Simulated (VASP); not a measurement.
# YbH3 (Fm-3m) in VASP: single point with PBE

Aim: the single point of YbH3 with PBE.

All numbers are computed with VASP 6.6.1; they aren't measurements. Logs are shortened: lines on timing, memory, paths and dates and some standing lists are left out, and cuts for length are marked.

## (1) The cell of the first run

The structure is cubic, space group Fm-3m (No. 225). The conventional cell has a = 5.210 Å, b = 5.210 Å, c = 5.210 Å, α = 90.00°, β = 90.00°, γ = 90.00°. Yb (site symmetry m-3m) has 14 H at 2.26 to 2.60 Å within 3.0 Å. H (site symmetry -43m) has 4 Yb at 2.26 Å and 10 H at 2.26 to 2.60 Å within 3.0 Å. Within 3.0 Å of H (site symmetry m-3m) lie 8 H at 2.26 Å and 6 Yb at 2.60 Å.

## (2) Single point, PBE

Input file INCAR:

```
  PREC = Accurate
  ENCUT = 520
  EDIFF = 1E-7
  ISMEAR = -1
  SIGMA = 0.1
  LREAL = False
  LASPH = True
  NELM = 60
  ALGO = Normal
  ISIF = 2
  LWAVE = False
  LCHARG = True
  GGA = PE
  LELF = True
  LVHAR = True
  NBANDS = 22
```

Input file KPOINTS:

```
Automatic mesh
0
Gamma
  7 7 7
```

Input file POSCAR:

```
YbH3
1.0
    0.0000000000      2.6049710000      2.6049710000
    2.6049710000      0.0000000000      2.6049710000
    2.6049710000      2.6049710000      0.0000000000
Yb H
1 3
Direct
    0.0000000000      0.0000000000      0.0000000000
    0.7500000000      0.7500000000      0.7500000000
    0.2500000000      0.2500000000      0.2500000000
    0.5000000000      0.5000000000      0.5000000000
```

Potentials or basis: VASP PAW PBE potentials, release 64 (Yb, H).

On the command line:

```
cat potpaw_PBE.64/Yb/POTCAR potpaw_PBE.64/H/POTCAR > POTCAR
mpirun -np 1 vasp_std > vasp.out
```

OUTCAR:

```text
PREC = Accurate
   ENCUT = 520
   EDIFF = 1E-7
   ISMEAR = -1
   LREAL = False
   LASPH = True
   NELM = 60
   ISIF = 2
   GGA = PE

 ion  position               nearest neighbor table
   1  0.000  0.000  0.000-   2 2.26   2 2.26   2 2.26   2 2.26   3 2.26   3 2.26   3 2.26   3 2.26

   2  0.750  0.750  0.750-   1 2.26   1 2.26   1 2.26   1 2.26
   3  0.250  0.250  0.250-   1 2.26   1 2.26   1 2.26   1 2.26
   4  0.500  0.500  0.500-

  LATTYP: Found a face centered cubic cell.
 ALAT       =     5.2099420000

  Lattice vectors:

 A1 = (   0.0000000000,   2.6049710000,   2.6049710000)
 A2 = (   2.6049710000,   0.0000000000,   2.6049710000)
 A3 = (   2.6049710000,   2.6049710000,   0.0000000000)

Analysis of symmetry for initial positions (statically):
=====================================================================
 Subroutine PRICEL returns:
 Original cell was already a primitive cell.

 Routine SETGRP: Setting up the symmetry group for a
 face centered cubic supercell.

 Subroutine GETGRP returns: Found 48 space group operations
 (whereof 48 operations were pure point group operations)
 out of a pool of 48 trial point group operations.

The static configuration has the point symmetry O_h .

Analysis of symmetry for dynamics (positions and initial velocities):
=====================================================================
 Subroutine PRICEL returns:
 Original cell was already a primitive cell.

 Routine SETGRP: Setting up the symmetry group for a
 face centered cubic supercell.

 Subroutine GETGRP returns: Found 48 space group operations
 (whereof 48 operations were pure point group operations)
 out of a pool of 48 trial point group operations.

The dynamic configuration has the point symmetry O_h .

 Subroutine INISYM returns: Found 48 space group operations
 (whereof 48 operations are pure point group operations),
 and found     1 'primitive' translations

----------------------------------------------------------------------------------------

                                     Primitive cell

  volume of cell :      35.3540

  direct lattice vectors                    reciprocal lattice vectors
     0.000000000  2.604971000  2.604971000    -0.191940716  0.191940716  0.191940716
[... 74 lines left out ...]
   NGXF,Y,Z  is equivalent  to a cutoff of  25.27, 25.27, 25.27 a.u.
 SYSTEM =  unknown system
   PREC   = accura    normal or accurate (medium, high low for compatibility)
   ISTART =      0    job   : 0-new  1-cont  2-samecut
   ICHARG =      2    charge: 1-file 2-atom 10-const
   ISPIN  =      1    spin polarized calculation?
   LNONCOLLINEAR =      F non collinear calculations
   LSORBIT =      F    spin-orbit coupling
   LASPH  =      T    aspherical Exc in radial PAW
   ENCUT  =  520.0 eV  38.22 Ry    6.18 a.u.   6.85  6.85  6.85*2*pi/ulx,y,z
   NELM   =     60;   NELMIN=  2; NELMDL= -5     # of ELM steps
   EDIFF  = 0.1E-06   stopping-criterion for ELM
   LREAL  =      F    real-space projection
   EDIFFG = 0.1E-05   stopping-criterion for IOM
   NSW    =      0    number of steps for IOM
   IBRION =     -1    ionic relax: 0-MD 1-quasi-New 2-CG
   NFREE  =      0    steps in history (QN), initial steepest desc. (CG)
   ISIF   =      2    stress and relaxation
   ISYM   =      2    0-nonsym 1-usesym 2-fastsym
   POTIM  = 0.5000    time-step for ionic-motion
   TEBEG  =    0.0;   TEEND  =   0.0 temperature during run
   PSTRESS=    0.0 pullay stress
   NELECT =      27.0000    total number of electrons
   NUPDOWN=      -1.0000    fix difference up-down
   EMIN   =  10.00;   EMAX   =-10.00  energy-range for DOS
   EFERMI =   0.00;   METHOD = LEGACY
   ISMEAR =    -1;   SIGMA  =   0.10  broadening in eV -4-tet -1-fermi 0-gaus
   EFERMI_NEDOS =   21; number of points for ismear=-14 and -15
   IALGO  =     38    algorithm
   IMIX   =      4    mixing-type and parameters
     AMIX     =   0.40;   BMIX     =  1.00
     AMIX_MAG =   1.60;   BMIX_MAG =  1.00
  volume/ion in A,a.u.               =       8.84        59.65
  Fermi-wavevector in a.u.,A,eV,Ry     =   1.496407  2.827800 30.466645  2.239235
  Thomas-Fermi vector in A             =   2.608428
   LORBIT       =      0    0 simple, 1 ext, 2 COOP (PROOUT), +10 PAW based schemes
   GGA     = PE    functional components
[... 5 lines left out ...]
 non-spin polarized calculation
  energy-cutoff  :      520.00
  volume of cell :       35.35
 maximum number of plane-waves:       966
   NGX = 13   NGY = 13   NGZ = 13

 number of electron      27.0000013 magnetization

 Free energy of the ion-electron system (eV)
  ---------------------------------------------------
  ext. energy  EPLUGINS =         0.00000000
  ---------------------------------------------------
  free energy    TOTEN  =       -15.27413310 eV

  energy without entropy =      -15.17112161  energy(sigma->0) =      -15.22262735

 E-fermi :   1.4460     XC(G=0): -10.8800

 val. band max:        1.4413886574   @ k =   0.2857   0.2857   0.0000
 cond. band min:       1.5462825099   @ k =  -0.4286   0.1429   0.0000
 fundamental gap:      0.1048938525
 Fermi energy:         1.4459909287

 k-point     1 :       0.0000    0.0000    0.0000
  band No.  band energies     occupation
      1     -49.7425      2.00000
      2     -21.7610      2.00000
      3     -21.7610      2.00000
      4     -21.7610      2.00000
      5      -7.0638      2.00000
      6      -0.0403      2.00000
[... 489 lines left out ...]
     21      13.3110      0.00000
     22      13.8791      0.00000

------------------------ aborting loop because EDIFF is reached ----------------------------------------

  FORCE on cell =-STRESS in cart. coord.  units (eV):
  Direction    XX          YY          ZZ          XY          YZ          ZX
  --------------------------------------------------------------------------------------
  -------------------------------------------------------------------------------------
  Total       -1.1856864     -1.1856864     -1.1856864     -0.0000000      0.0000000      0.0000000
  in kB      -53.7330817    -53.7330817    -53.7330817     -0.0000000      0.0000000      0.0000000
  external PRESSURE =     -53.7330817 kB  Pullay stress =       0.0000000 kB

 VOLUME and BASIS-vectors are now :
 -----------------------------------------------------------------------------
  energy-cutoff  :      520.00
  volume of cell :       35.35
      direct lattice vectors                 reciprocal lattice vectors
     0.000000000  2.604971000  2.604971000    -0.191940716  0.191940716  0.191940716
     2.604971000  0.000000000  2.604971000     0.191940716 -0.191940716  0.191940716
     2.604971000  2.604971000  0.000000000     0.191940716  0.191940716 -0.191940716

 POSITION                                       TOTAL-FORCE (eV/Angst)
 -----------------------------------------------------------------------------------
      0.00000      0.00000      0.00000         0.000000      0.000000      0.000000
      3.90746      3.90746      3.90746         0.000000     -0.000000      0.000000
      1.30249      1.30249      1.30249        -0.000000     -0.000000     -0.000000
      2.60497      2.60497      2.60497         0.000000      0.000000      0.000000
 -----------------------------------------------------------------------------------
    total drift:                               -0.000000     -0.000000      0.000000

  FREE ENERGIE OF THE ION-ELECTRON SYSTEM (eV)
  ---------------------------------------------------
  free  energy   TOTEN  =       -15.2741330967 eV

  energy  without entropy=      -15.1711216078  energy(sigma->0) =      -15.22262735
```

stdout:

```text
POSCAR found type information on POSCAR YbH
 POSCAR found :  2 types and       4 ions
 scaLAPACK will be used
 LDA part: xc-table for (Slater+PW92), standard interpolation
 POSCAR, INCAR and KPOINTS ok, starting setup
 FFT: planning ... GRIDC
 FFT: planning ... GRID_SOFT
 FFT: planning ... GRID
 WAVECAR not read
 entering main loop
```

It took 49 s on 1 thread of Intel Xeon Platinum 8259CL at 2.50GHz (Skylake/Cascade Lake), shared host; peak memory 0.17 GiB.

What came out:

| Quantity | Value |
| --- | --- |
| Free energy | -15.2741 eV |
| Pressure | -5.4 GPa |
| Band gap on the k mesh | zero (an odd number of electrons rules out a gap without spin polarisation) |

Levels at points of the mesh, in eV from the Fermi level:
| k point | band 9 | band 10 | band 11 | band 12 | band 13 | band 14 | band 15 | band 16 | band 17 | band 18 |
| --- | --- | --- | --- | --- | --- | --- | --- | --- | --- | --- |
| (0.00, 0.00, 0.00) | -0.56 | -0.45 | -0.45 | -0.45 | 1.18 | 2.54 | 3.13 | 3.13 | 3.13 | 5.81 |

Caveat: the cell stands under tension; spin-orbit coupling is left out, which moves the levels of the heavy elements. Spin polarisation is off, so any magnetic state and its effect on volume and gap are missing.

The gap in the log of VASP goes by the Fermi energy; the results here count the filled bands.